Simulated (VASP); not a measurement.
# CoO (R-3m) in VASP: notebook

The runs below take CoO through electric field gradients, with PBE.

Program: VASP 6.6.1. These are calculated values, not measurements. Logs are shortened: lines on timing, memory, paths and dates and some standing lists are left out, and cuts for length are marked.

## 1. The cell of the first run

The structure is trigonal, space group R-3m (No. 166). Conventional cell: a = 2.999 Å, b = 2.999 Å, c = 7.458 Å, α = 90.00°, β = 90.00°, γ = 120.00°. Co (site symmetry -3m) has 6 O at 2.13 Å within 2.8 Å. Within 2.8 Å of O (site symmetry -3m) lie 6 Co at 2.13 Å.

## 2. Electric field gradients, PBE, collinear spin, ferromagnetic start (equal xy, yz and zx shear strains of +1 %)

Contents of INCAR:

```
SYSTEM = CoO
ALGO = Normal
EDIFF = 1E-8
ENCUT = 520
GGA = PE
ISIF = 2
ISMEAR = -1
ISPIN = 2
LASPH = .TRUE.
LCHARG = .FALSE.
LEFG = .TRUE.
LMAXMIX = 4
LORBIT = 11
LREAL = .FALSE.
LWAVE = .FALSE.
MAGMOM = 2 0
NBANDS = 18
NELM = 150
PREC = Accurate
SIGMA = 0.05
```

Contents of KPOINTS:

```
k-points
0
G
  15 15 15
  0 0 0
```

Contents of POSCAR:

```
CoO
1.0
    0.0213150000      2.1421575000      2.1421575000
    2.1421575000      0.0213150000      2.1421575000
    2.1421575000      2.1421575000      0.0213150000
Co O
1 1
Direct
    0.0000000000      0.0000000000      0.0000000000
    0.5000000000      0.5000000000      0.5000000000
```

Potentials or basis: VASP PAW PBE potentials, release 64 (Co, O).

Run with:

```
> cat potpaw_PBE.64/Co/POTCAR potpaw_PBE.64/O/POTCAR > POTCAR
> mpirun -np 1 vasp_std > vasp.out
```

OUTCAR:

```text
SYSTEM = CoO
   EDIFF = 1E-8
   ENCUT = 520
   GGA = PE
   ISIF = 2
   ISMEAR = -1
   ISPIN = 2
   LASPH = .TRUE.
   LORBIT = 11
   LREAL = .FALSE.
   NELM = 150
   PREC = Accurate

 ion  position               nearest neighbor table
   1  0.000  0.000  0.000-   2 2.13   2 2.13   2 2.13   2 2.13   2 2.13   2 2.13
   2  0.500  0.500  0.500-   1 2.13   1 2.13   1 2.13   1 2.13   1 2.13   1 2.13

  LATTYP: Found a trigonal (rhomboedric) cell.
 ALAT       =     3.0295431733
 COS(alpha) =     0.5099250056

  Lattice vectors:

 A1 = (   0.0213150000,   2.1421575000,   2.1421575000)
 A2 = (   2.1421575000,   0.0213150000,   2.1421575000)
 A3 = (   2.1421575000,   2.1421575000,   0.0213150000)

Analysis of symmetry for initial positions (statically):
=====================================================================
 Subroutine PRICEL returns:
 Original cell was already a primitive cell.

 Routine SETGRP: Setting up the symmetry group for a
 trigonal (rhombohedral) supercell.

 Subroutine GETGRP returns: Found 12 space group operations
 (whereof 12 operations were pure point group operations)
 out of a pool of 12 trial point group operations.

The static configuration has the point symmetry D_3d.

Analysis of symmetry for dynamics (positions and initial velocities):
=====================================================================
 Subroutine PRICEL returns:
 Original cell was already a primitive cell.

 Routine SETGRP: Setting up the symmetry group for a
 trigonal (rhombohedral) supercell.

 Subroutine GETGRP returns: Found 12 space group operations
 (whereof 12 operations were pure point group operations)
 out of a pool of 12 trial point group operations.

The dynamic configuration has the point symmetry D_3d.

Analysis of structural, dynamic, and magnetic symmetry:
=====================================================================
 Subroutine PRICEL returns:
 Original cell was already a primitive cell.

 Routine SETGRP: Setting up the symmetry group for a
 trigonal (rhombohedral) supercell.

 Subroutine GETGRP returns: Found 12 space group operations
 (whereof 12 operations were pure point group operations)
 out of a pool of 12 trial point group operations.

The overall configuration has the point symmetry D_3d.

 Subroutine INISYM returns: Found 12 space group operations
 (whereof 12 operations are pure point group operations),
 and found     1 'primitive' translations

----------------------------------------------------------------------------------------

                                     Primitive cell

  volume of cell :      19.3666

  direct lattice vectors                    reciprocal lattice vectors
     0.021315000  2.142157500  2.142157500    -0.236922472  0.234588260  0.234588260
     2.142157500  0.021315000  2.142157500     0.234588260 -0.236922472  0.234588260
     2.142157500  2.142157500  0.021315000     0.234588260  0.234588260 -0.236922472

  length of vectors
     3.029543173  3.029543173  3.029543173     0.407670898  0.407670898  0.407670898

  position of ions in fractional coordinates (direct lattice)
     0.000000000  0.000000000  0.000000000
     0.500000000  0.500000000  0.500000000

  ion indices of the primitive-cell ions
   primitive index   ion index
                 1           1
                 2           2

----------------------------------------------------------------------------------------

 KPOINTS: k-points

Automatic generation of k-mesh.
 Grid dimensions read from file:
 generate k-points for:   15   15   15

 Generating k-lattice:

  Cartesian coordinates                     Fractional coordinates (reciprocal lattice)
    -0.015794831  0.015639217  0.015639217     0.066666667  0.000000000 -0.000000000
     0.015639217 -0.015794831  0.015639217     0.000000000  0.066666667 -0.000000000
     0.015639217  0.015639217 -0.015794831     0.000000000  0.000000000  0.066666667

  Length of vectors
     0.027178060  0.027178060  0.027178060

  Shift w.r.t. Gamma in fractional coordinates (k-lattice)
     0.000000000  0.000000000  0.000000000

 Subroutine IBZKPT returns following result:
 ===========================================

 Found    344 irreducible k-points:

 Following reciprocal coordinates:
            Coordinates               Weight
  0.000000  0.000000  0.000000      1.000000
  0.066667 -0.000000 -0.000000      6.000000
  0.133333 -0.000000  0.000000      6.000000
  0.200000 -0.000000 -0.000000      6.000000
  0.266667 -0.000000  0.000000      6.000000
  0.333333  0.000000  0.000000      6.000000
[... 16 lines left out ...]
  0.133333  0.133333 -0.000000      6.000000
  0.200000  0.133333 -0.000000     12.000000
 [... further k-points ...]
   k-points           NKPTS =    344   k-points in BZ     NKDIM =    344   number of bands    NBANDS=     18
   number of dos      NEDOS =    301   number of ions     NIONS =      2
   total plane-waves  NPLWV =  13824
   dimension x,y,z NGX =    24 NGY =   24 NGZ =   24
   dimension x,y,z NGXF=    48 NGYF=   48 NGZF=   48
   ions per type =               1   1
   NGX,Y,Z   is equivalent  to a cutoff of  13.17, 13.17, 13.17 a.u.
   NGXF,Y,Z  is equivalent  to a cutoff of  26.34, 26.34, 26.34 a.u.
 SYSTEM =  CoO
   PREC   = accura    normal or accurate (medium, high low for compatibility)
   ISTART =      0    job   : 0-new  1-cont  2-samecut
   ICHARG =      2    charge: 1-file 2-atom 10-const
   ISPIN  =      2    spin polarized calculation?
   LNONCOLLINEAR =      F non collinear calculations
   LSORBIT =      F    spin-orbit coupling
   LASPH  =      T    aspherical Exc in radial PAW
   ENCUT  =  520.0 eV  38.22 Ry    6.18 a.u.   5.63  5.63  5.63*2*pi/ulx,y,z
   NELM   =    150;   NELMIN=  2; NELMDL= -5     # of ELM steps
   EDIFF  = 0.1E-07   stopping-criterion for ELM
   LREAL  =      F    real-space projection
   EDIFFG = 0.1E-06   stopping-criterion for IOM
   NSW    =      0    number of steps for IOM
   IBRION =     -1    ionic relax: 0-MD 1-quasi-New 2-CG
   NFREE  =      0    steps in history (QN), initial steepest desc. (CG)
   ISIF   =      2    stress and relaxation
   ISYM   =      2    0-nonsym 1-usesym 2-fastsym
   POTIM  = 0.5000    time-step for ionic-motion
   TEBEG  =    0.0;   TEEND  =   0.0 temperature during run
   PSTRESS=    0.0 pullay stress
   NELECT =      15.0000    total number of electrons
   NUPDOWN=      -1.0000    fix difference up-down
   EMIN   =  10.00;   EMAX   =-10.00  energy-range for DOS
   EFERMI =   0.00;   METHOD = LEGACY
   ISMEAR =    -1;   SIGMA  =   0.05  broadening in eV -4-tet -1-fermi 0-gaus
   EFERMI_NEDOS =   21; number of points for ismear=-14 and -15
   IALGO  =     38    algorithm
   IMIX   =      4    mixing-type and parameters
     AMIX     =   0.40;   BMIX     =  1.00
     AMIX_MAG =   1.60;   BMIX_MAG =  1.00
  volume/ion in A,a.u.               =       9.68        65.35
  Fermi-wavevector in a.u.,A,eV,Ry     =   1.503445  2.841098 30.753866  2.260345
  Thomas-Fermi vector in A             =   2.614554
   LORBIT       =     11    0 simple, 1 ext, 2 COOP (PROOUT), +10 PAW based schemes
   GGA     = PE    functional components
   LHFCALC =     F    Hartree Fock is set to
   AEXX    =    0.0000 exact exchange contribution
   IVDW    =     0    specifies the selected vdW correction
   LEPSILON=     F    determine dielectric tensor
   LRPA    =     F    only Hartree local field effects (RPA)
 spin polarized calculation
  energy-cutoff  :      520.00
  volume of cell :       19.37
 maximum number of plane-waves:       537
   NGX = 11   NGY = 11   NGZ = 11

 number of electron      15.0000006 magnetization       2.9101477

 Free energy of the ion-electron system (eV)
  ---------------------------------------------------
  ext. energy  EPLUGINS =         0.00000000
  ---------------------------------------------------
  free energy    TOTEN  =       -13.06233919 eV

  energy without entropy =      -13.02776415  energy(sigma->0) =      -13.04505167

 E-fermi :   7.8682     XC(G=0): -12.3958

 val. band max:        7.8679354099   @ k =  -0.4667   0.4667   0.2000
 cond. band min:       7.8683635060   @ k =  -0.1333   0.2667   0.1333
 fundamental gap:      0.0004280961
 Fermi energy:         7.8681743960

 spin component 1

 k-point     1 :       0.0000    0.0000    0.0000
  band No.  band energies     occupation
      1     -12.2908      1.00000
      2       4.6089      1.00000
      3       4.6089      1.00000
      4       4.7078      1.00000
      5       4.7273      1.00000
      6       4.8068      1.00000
[... 10 lines left out ...]
     17      29.3967      0.00000
     18      32.7862      0.00000
[... 463 lines left out ...]
 k-point    24 :       0.2000    0.1333   -0.0000
  band No.  band energies     occupation
      1     -11.9169      1.00000
      2       2.0807      1.00000
      3       3.6202      1.00000
      4       3.6637      1.00000
      5       4.6886      1.00000
      6       4.8436      1.00000
[... 10 lines left out ...]
     17      33.5324      0.00000
     18      34.4833      0.00000

 [... further k-points ...]

 spin component 2

 k-point     1 :       0.0000    0.0000    0.0000
  band No.  band energies     occupation
      1     -11.7881      1.00000
      2       5.2626      1.00000
      3       5.3698      1.00000
      4       5.3698      1.00000
      5       6.7581      1.00000
      6       6.7886      1.00000
[... 10 lines left out ...]
     17      30.3557      0.00000
     18      33.6008      0.00000
[... 463 lines left out ...]
 k-point    24 :       0.2000    0.1333   -0.0000
  band No.  band energies     occupation
      1     -11.4021      1.00000
      2       3.0673      1.00000
      3       4.5538      1.00000
      4       4.5905      1.00000
      5       6.5881      1.00000
      6       7.4689      0.99966
[... 10 lines left out ...]
     17      34.2313      0.00000
     18      35.2979      0.00000

 [... further k-points ...]

------------------------ aborting loop because EDIFF is reached ----------------------------------------

  FORCE on cell =-STRESS in cart. coord.  units (eV):
  Direction    XX          YY          ZZ          XY          YZ          ZX
  --------------------------------------------------------------------------------------
  -------------------------------------------------------------------------------------
  Total       -0.2803212     -0.2803212     -0.2803212      0.0318219      0.0318219      0.0318219
  in kB      -23.1906540    -23.1906540    -23.1906540      2.6325882      2.6325882      2.6325882
  external PRESSURE =     -23.1906540 kB  Pullay stress =       0.0000000 kB

 VOLUME and BASIS-vectors are now :
 -----------------------------------------------------------------------------
  energy-cutoff  :      520.00
  volume of cell :       19.37
      direct lattice vectors                 reciprocal lattice vectors
     0.021315000  2.142157500  2.142157500    -0.236922472  0.234588260  0.234588260
     2.142157500  0.021315000  2.142157500     0.234588260 -0.236922472  0.234588260
     2.142157500  2.142157500  0.021315000     0.234588260  0.234588260 -0.236922472

 POSITION                                       TOTAL-FORCE (eV/Angst)
 -----------------------------------------------------------------------------------
      0.00000      0.00000      0.00000         0.000000      0.000000      0.000000
      2.15282      2.15282      2.15282        -0.000000     -0.000000     -0.000000
 -----------------------------------------------------------------------------------
    total drift:                                0.000000     -0.000000     -0.000000

  FREE ENERGIE OF THE ION-ELECTRON SYSTEM (eV)
  ---------------------------------------------------
  free  energy   TOTEN  =       -13.0623391917 eV

  energy  without entropy=      -13.0277641479  energy(sigma->0) =      -13.04505167

 Electric field gradients (V/A^2)
---------------------------------------------------------------------
 ion       V_xx      V_yy      V_zz      V_xy      V_xz      V_yz
---------------------------------------------------------------------
   1      -0.000     0.000     0.000     3.177     3.177     3.177
   2      -0.000    -0.000     0.000     1.758     1.758     1.758
---------------------------------------------------------------------

 Electric field gradients after diagonalization (V/A^2)
 (convention: |V_zz| > |V_xx| > |V_yy|)
----------------------------------------------------------------------
 ion       V_xx      V_yy      V_zz     asymmetry (V_yy - V_xx)/ V_zz
----------------------------------------------------------------------
   1      -3.177    -3.177     6.354       0.000
   2      -1.758    -1.758     3.515       0.000
----------------------------------------------------------------------

           NMR quadrupolar parameters

 Cq : quadrupolar parameter    Cq=e*Q*V_zz/h
 eta: asymmetry parameters     (V_yy - V_xx)/ V_zz
 Q  : nuclear electric quadrupole moment in mb (millibarn)
----------------------------------------------------------------------
 ion       Cq(MHz)       eta       Q (mb)
----------------------------------------------------------------------
   1       0.015       0.000       1.000
   2       0.008       0.000       1.000
----------------------------------------------------------------------

 total charge

# of ion       s       p       d       tot
------------------------------------------
    1        0.293   0.355   7.141   7.789
    2        1.556   3.423   0.000   4.979
--------------------------------------------------
tot          1.849   3.777   7.141  12.767

 magnetization (x)

# of ion       s       p       d       tot
------------------------------------------
    1        0.020   0.018   2.523   2.561
    2        0.029   0.270   0.000   0.299
--------------------------------------------------
tot          0.049   0.288   2.523   2.859
```

Run time: 8.5 min. Hardware: 1 thread of Oxide Virtual Turin-like, shared host; peak memory 0.26 GiB.

Results:

```
Free energy                                           : -13.0623 eV
Pressure                                              : -2.3 GPa
Net moment                                            : 2.91 μB per cell
Site moments                                          : Co +2.56; O +0.30 μB
Largest electric field gradient by atom               : Co +6.4; O +3.5 V/Å²
Valence electrons inside the program's atomic spheres : Co 7.79; O 4.98
```

Levels at points of the mesh, in eV from the Fermi level:
Spin up:
```
           k point  band 5  band 6  band 7  band 8  band 9  band 10  band 11  band 12  band 13  band 14
(0.00, 0.00, 0.00)   -3.14   -3.06   -3.06   -3.02   -3.02     1.00    16.86    17.85    18.27    18.27
```
Spin down:
```
           k point  band 4  band 5  band 6  band 7  band 8  band 9
(0.00, 0.00, 0.00)   -2.50   -1.11   -1.08   -1.08    0.07    0.07
```

Electric field gradients, principal values (V/Å²):
```csv
atom,least,middle,greatest (by size)
1 Co,-3.177,-3.177,6.354
2 O,-1.758,-1.758,3.515
```

Caveat: the cell differs from its parent crystal (equal xy, yz and zx shear strains of +1 %); without QUAD_EFG the Cq values of the log hold for a quadrupole moment of 1 mb, not for the nuclei; a cell with one magnetic atom can't hold antiferromagnetic order, which such compounds often take; semilocal functionals often make such compounds metallic where correlation or magnetic order opens a gap, which also shifts bond lengths.

(Part 1 of 2 ends here.)
